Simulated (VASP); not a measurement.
# Ba (I4/mmm) in VASP: notebook

Runs on Ba. Level: PBE. Tasks: single point.

All numbers are computed with VASP 6.6.1; they aren't measurements. Logs are shortened: lines on timing, memory, paths and dates and some standing lists are left out, and cuts for length are marked.

## 1. The cell of the first run

Symmetry: I4/mmm, No. 139, tetragonal system. Conventional cell: a = 5.250 Å, b = 5.250 Å, c = 4.750 Å, α = 90.00°, β = 90.00°, γ = 90.00°. Ba (site symmetry 4/mmm) has 14 Ba at 4.41 to 5.25 Å within 5.8 Å.

## 2. Single point, PBE (strain +0.050 along x and y, -0.050 along z)

Input file INCAR:

```
ALGO     = Fast           # electronic algorithm
EDIFF    = 1E-6           # SCF threshold, eV
ENCUT    = 520            # plane-wave cutoff, eV
GGA      = PE             # functional
ISIF     = 2              # what is computed and relaxed
ISMEAR   = 0              # smearing method
LASPH    = True           # aspherical terms in the spheres
LCHARG   = False          # write CHGCAR
LREAL    = False          # projectors in reciprocal space
LWAVE    = False          # write WAVECAR
NBANDS   = 11             # bands
NELM     = 60             # most SCF steps
PREC     = Accurate       # precision mode
SIGMA    = 0.15           # smearing width, eV
```

Input file KPOINTS:

```
k-points
0
Gamma
  14 14 14
```

Input file POSCAR:

```
Ba
1.0
   -2.6250000000      2.6250000000      2.3750000000
    2.6250000000     -2.6250000000      2.3750000000
    2.6250000000      2.6250000000     -2.3750000000
Ba
1
Direct
    0.0000000000      0.0000000000      0.0000000000
```

Potentials or basis: VASP PAW PBE potentials, release 64 (Ba_sv).

Launch:

```console
$ cat potpaw_PBE.64/Ba_sv/POTCAR > POTCAR
$ mpirun -np 1 vasp_std > vasp.out
```

OUTCAR:

```text
EDIFF = 1E-6
   ENCUT = 520
   GGA = PE
   ISIF = 2
   ISMEAR = 0
   LASPH = True
   LREAL = False
   NELM = 60
   PREC = Accurate

 ion  position               nearest neighbor table
   1  0.000  0.000  0.000-

  LATTYP: Found a body centered tetragonal cell.
 ALAT       =     5.2500000000
 C/A-ratio  =     0.9047619048

  Lattice vectors:

 A1 = (  -2.6250000000,   2.6250000000,   2.3750000000)
 A2 = (   2.6250000000,  -2.6250000000,   2.3750000000)
 A3 = (   2.6250000000,   2.6250000000,  -2.3750000000)

Analysis of symmetry for initial positions (statically):
=====================================================================
 Subroutine PRICEL returns:
 Original cell was already a primitive cell.

 Routine SETGRP: Setting up the symmetry group for a
 body centered tetragonal supercell.

 Subroutine GETGRP returns: Found 16 space group operations
 (whereof 16 operations were pure point group operations)
 out of a pool of 16 trial point group operations.

The static configuration has the point symmetry D_4h.

Analysis of symmetry for dynamics (positions and initial velocities):
=====================================================================
 Subroutine PRICEL returns:
 Original cell was already a primitive cell.

 Routine SETGRP: Setting up the symmetry group for a
 body centered tetragonal supercell.

 Subroutine GETGRP returns: Found 16 space group operations
 (whereof 16 operations were pure point group operations)
 out of a pool of 16 trial point group operations.

The dynamic configuration has the point symmetry D_4h.

 Subroutine INISYM returns: Found 16 space group operations
 (whereof 16 operations are pure point group operations),
 and found     1 'primitive' translations

----------------------------------------------------------------------------------------

                                     Primitive cell

  volume of cell :      65.4609

  direct lattice vectors                    reciprocal lattice vectors
    -2.625000000  2.625000000  2.375000000     0.000000000  0.190476190  0.210526316
     2.625000000 -2.625000000  2.375000000     0.190476190  0.000000000  0.210526316
     2.625000000  2.625000000 -2.375000000     0.190476190  0.190476190  0.000000000

  length of vectors
     4.407025641  4.407025641  4.407025641     0.283905810  0.283905810  0.269374012

  position of ions in fractional coordinates (direct lattice)
     0.000000000  0.000000000  0.000000000

  ion indices of the primitive-cell ions
   primitive index   ion index
                 1           1

----------------------------------------------------------------------------------------

 KPOINTS: k-points

Automatic generation of k-mesh.
 Grid dimensions read from file:
 generate k-points for:   14   14   14

 Generating k-lattice:

  Cartesian coordinates                     Fractional coordinates (reciprocal lattice)
     0.000000000  0.013605442  0.015037594     0.071428571  0.000000000 -0.000000000
     0.013605442  0.000000000  0.015037594     0.000000000  0.071428571 -0.000000000
     0.013605442  0.013605442  0.000000000     0.000000000  0.000000000  0.071428571

  Length of vectors
     0.020278986  0.020278986  0.019241001

  Shift w.r.t. Gamma in fractional coordinates (k-lattice)
     0.000000000  0.000000000  0.000000000

 Subroutine IBZKPT returns following result:
 ===========================================

 Found    244 irreducible k-points:

 Following reciprocal coordinates:
            Coordinates               Weight
  0.000000  0.000000  0.000000      1.000000
  0.071429  0.000000  0.000000      8.000000
  0.142857 -0.000000  0.000000      8.000000
  0.214286  0.000000  0.000000      8.000000
  0.285714 -0.000000  0.000000      8.000000
  0.357143  0.000000  0.000000      8.000000
[... 16 lines left out ...]
  0.214286  0.142857  0.000000     16.000000
  0.285714  0.142857  0.000000     16.000000
 [... further k-points ...]
   k-points           NKPTS =    244   k-points in BZ     NKDIM =    244   number of bands    NBANDS=     11
   number of dos      NEDOS =    301   number of ions     NIONS =      1
   total plane-waves  NPLWV =  46656
   dimension x,y,z NGX =    36 NGY =   36 NGZ =   36
   dimension x,y,z NGXF=    72 NGYF=   72 NGZF=   72
   ions per type =               1
   NGX,Y,Z   is equivalent  to a cutoff of  13.58, 13.58, 13.58 a.u.
   NGXF,Y,Z  is equivalent  to a cutoff of  27.16, 27.16, 27.16 a.u.
 SYSTEM =  unknown system
   PREC   = accura    normal or accurate (medium, high low for compatibility)
   ISTART =      0    job   : 0-new  1-cont  2-samecut
   ICHARG =      2    charge: 1-file 2-atom 10-const
   ISPIN  =      1    spin polarized calculation?
   LNONCOLLINEAR =      F non collinear calculations
   LSORBIT =      F    spin-orbit coupling
   LASPH  =      T    aspherical Exc in radial PAW
   ENCUT  =  520.0 eV  38.22 Ry    6.18 a.u.   8.19  8.19  8.19*2*pi/ulx,y,z
   NELM   =     60;   NELMIN=  2; NELMDL= -5     # of ELM steps
   EDIFF  = 0.1E-05   stopping-criterion for ELM
   LREAL  =      F    real-space projection
   EDIFFG = 0.1E-04   stopping-criterion for IOM
   NSW    =      0    number of steps for IOM
   IBRION =     -1    ionic relax: 0-MD 1-quasi-New 2-CG
   NFREE  =      0    steps in history (QN), initial steepest desc. (CG)
   ISIF   =      2    stress and relaxation
   ISYM   =      2    0-nonsym 1-usesym 2-fastsym
   POTIM  = 0.5000    time-step for ionic-motion
   TEBEG  =    0.0;   TEEND  =   0.0 temperature during run
   PSTRESS=    0.0 pullay stress
   NELECT =      10.0000    total number of electrons
   NUPDOWN=      -1.0000    fix difference up-down
   EMIN   =  10.00;   EMAX   =-10.00  energy-range for DOS
   EFERMI =   0.00;   METHOD = LEGACY
   ISMEAR =     0;   SIGMA  =   0.15  broadening in eV -4-tet -1-fermi 0-gaus
   EFERMI_NEDOS =   21; number of points for ismear=-14 and -15
   IALGO  =     68    algorithm
   IMIX   =      4    mixing-type and parameters
     AMIX     =   0.40;   BMIX     =  1.00
     AMIX_MAG =   1.60;   BMIX_MAG =  1.00
  volume/ion in A,a.u.               =      65.46       441.75
  Fermi-wavevector in a.u.,A,eV,Ry     =   0.875146  1.653787 10.420449  0.765881
  Thomas-Fermi vector in A             =   1.994777
   LORBIT       =      0    0 simple, 1 ext, 2 COOP (PROOUT), +10 PAW based schemes
   GGA     = PE    functional components
   LHFCALC =     F    Hartree Fock is set to
   AEXX    =    0.0000 exact exchange contribution
   IVDW    =     0    specifies the selected vdW correction
   LEPSILON=     F    determine dielectric tensor
   LRPA    =     F    only Hartree local field effects (RPA)
 non-spin polarized calculation
 RMM-DIIS sequential band-by-band and
 Gauss-broadening in eV      SIGMA  =   0.15
  energy-cutoff  :      520.00
  volume of cell :       65.46
 maximum number of plane-waves:      1788
 NGX is ok and might be reduce to    36
   NGX = 17   NGY = 17   NGZ = 17

 number of electron      10.0000001 magnetization

 Free energy of the ion-electron system (eV)
  ---------------------------------------------------
  ext. energy  EPLUGINS =         0.00000000
  ---------------------------------------------------
  free energy    TOTEN  =        -1.90648634 eV

  energy without entropy =       -1.89237104  energy(sigma->0) =       -1.89942869

 E-fermi :   1.5324     XC(G=0):  -7.2875

 val. band max:        1.5281481187   @ k =  -0.3571  -0.3571   0.2857
 cond. band min:       1.5403426693   @ k =   0.2857   0.2857   0.0714
 fundamental gap:      0.0121945507
 Fermi energy:         1.5324018749

 k-point     1 :       0.0000    0.0000    0.0000
  band No.  band energies     occupation
      1     -27.4312      2.00000
      2     -12.4027      2.00000
      3     -12.4027      2.00000
      4     -12.3953      2.00000
      5      -1.2075      2.00000
      6       2.9439      0.00000
      7       3.5511      0.00000
      8       3.5511      0.00000
      9       4.1896      0.00000
     10       5.0646      0.00000
     11       8.1217      0.00000

 k-point     2 :       0.0714    0.0000    0.0000
  band No.  band energies     occupation
      1     -27.4293      2.00000
      2     -12.4208      2.00000
      3     -12.4096      2.00000
      4     -12.4000      2.00000
      5      -1.1117      2.00000
      6       2.9534      0.00000
      7       3.4883      0.00000
      8       3.5431      0.00000
      9       4.1900      0.00000
     10       4.9466      0.00000
     11       8.3318      0.00000

 k-point     3 :       0.1429   -0.0000    0.0000
  band No.  band energies     occupation
      1     -27.4240      2.00000
      2     -12.4801      2.00000
      3     -12.4289      2.00000
      4     -12.4037      2.00000
      5      -0.8373      2.00000
      6       2.8700      0.00000
      7       3.2485      0.00000
      8       3.6731      0.00000
      9       4.2641      0.00000
     10       4.7639      0.00000
     11       8.7397      0.00000

 k-point     4 :       0.2143    0.0000    0.0000
  band No.  band energies     occupation
      1     -27.4163      2.00000
      2     -12.5643      2.00000
      3     -12.4566      2.00000
      4     -12.4084      2.00000
      5      -0.4253      2.00000
      6       2.6504      0.00000
      7       2.8899      0.00000
      8       4.0612      0.00000
      9       4.4670      0.00000
     10       4.6694      0.00000
     11       8.7223      0.00000
[... 239 lines left out ...]
 k-point    22 :       0.1429    0.1429    0.0000
  band No.  band energies     occupation
      1     -27.4118      2.00000
      2     -12.6083      2.00000
      3     -12.4549      2.00000
      4     -12.4347      2.00000
      5      -0.1614      2.00000
      6       2.5637      0.00000
      7       2.6900      0.00000
      8       4.2430      0.00000
      9       4.3342      0.00000
     10       4.9176      0.00000
     11       9.1582      0.00000

 k-point    23 :       0.2143    0.1429    0.0000
  band No.  band energies     occupation
      1     -27.4040      2.00000
      2     -12.6791      2.00000
      3     -12.4888      2.00000
      4     -12.4432      2.00000
      5       0.2995      2.00000
      6       2.3640      0.00000
      7       2.4263      0.00000
      8       4.3044      0.00000
      9       4.8072      0.00000
     10       5.2943      0.00000
     11       8.8725      0.00000

 k-point    24 :       0.2857    0.1429    0.0000
  band No.  band energies     occupation
      1     -27.3973      2.00000
      2     -12.7368      2.00000
      3     -12.5247      2.00000
      4     -12.4471      2.00000
      5       0.6934      2.00000
      6       2.1548      0.00000
      7       2.3820      0.00000
      8       4.3754      0.00000
      9       5.4493      0.00000
     10       5.6322      0.00000
     11       8.0194      0.00000

 [... further k-points ...]
[... 5 lines left out ...]
  --------------------------------------------------------------------------------------
  -------------------------------------------------------------------------------------
  Total       -0.1630847     -0.1630847      0.0703118      0.0000000      0.0000000      0.0000000
  in kB       -3.9915506     -3.9915506      1.7209035      0.0000000      0.0000000      0.0000000
  external PRESSURE =      -2.0873992 kB  Pullay stress =       0.0000000 kB

 VOLUME and BASIS-vectors are now :
 -----------------------------------------------------------------------------
  energy-cutoff  :      520.00
  volume of cell :       65.46
      direct lattice vectors                 reciprocal lattice vectors
    -2.625000000  2.625000000  2.375000000     0.000000000  0.190476190  0.210526316
     2.625000000 -2.625000000  2.375000000     0.190476190  0.000000000  0.210526316
     2.625000000  2.625000000 -2.375000000     0.190476190  0.190476190  0.000000000

 POSITION                                       TOTAL-FORCE (eV/Angst)
 -----------------------------------------------------------------------------------
      0.00000      0.00000      0.00000         0.000000     -0.000000     -0.000000
 -----------------------------------------------------------------------------------
    total drift:                               -0.000000      0.000000      0.000000

  FREE ENERGIE OF THE ION-ELECTRON SYSTEM (eV)
  ---------------------------------------------------
  free  energy   TOTEN  =        -1.9064863351 eV

  energy  without entropy=       -1.8923710410  energy(sigma->0) =       -1.89942869
```

Wall time 54 s (1 thread of Intel Xeon 6975P-C (Granite Rapids), shared host); peak memory 0.33 GiB.

Results:

```
Free energy            : -1.9065 eV
Pressure               : -0.2 GPa
Band gap on the k mesh : zero (band 5 reaches 1.94 eV, above the bottom of band 6 at 1.10 eV)
```

Stress tensor (GPa, compression positive):
```
-0.40  0.00  0.00
 0.00 -0.40  0.00
 0.00  0.00  0.17
```

Levels at points of the mesh, in eV from the Fermi level:
| k point | band 3 | band 4 | band 5 | band 6 | band 7 | band 8 |
| --- | --- | --- | --- | --- | --- | --- |
| (0.00, 0.00, 0.00) | -13.94 | -13.93 | -2.74 | 1.41 | 2.02 | 2.02 |
| (0.50, 0.00, 0.00) | -14.07 | -13.95 | -0.85 | 0.50 | 1.25 | 3.10 |
| (0.50, 0.50, 0.00) | -14.04 | -13.92 | -0.93 | 0.93 | 1.13 | 2.57 |
| (0.50, 0.50, 0.50) | -14.24 | -14.16 | -0.57 | -0.43 | 3.80 | 3.80 |

Caveat: the cell differs from its parent crystal (strain +0.050 along x and y, -0.050 along z); spin-orbit coupling is left out, which moves the levels of the heavy elements.

[end of part 1 of 2]
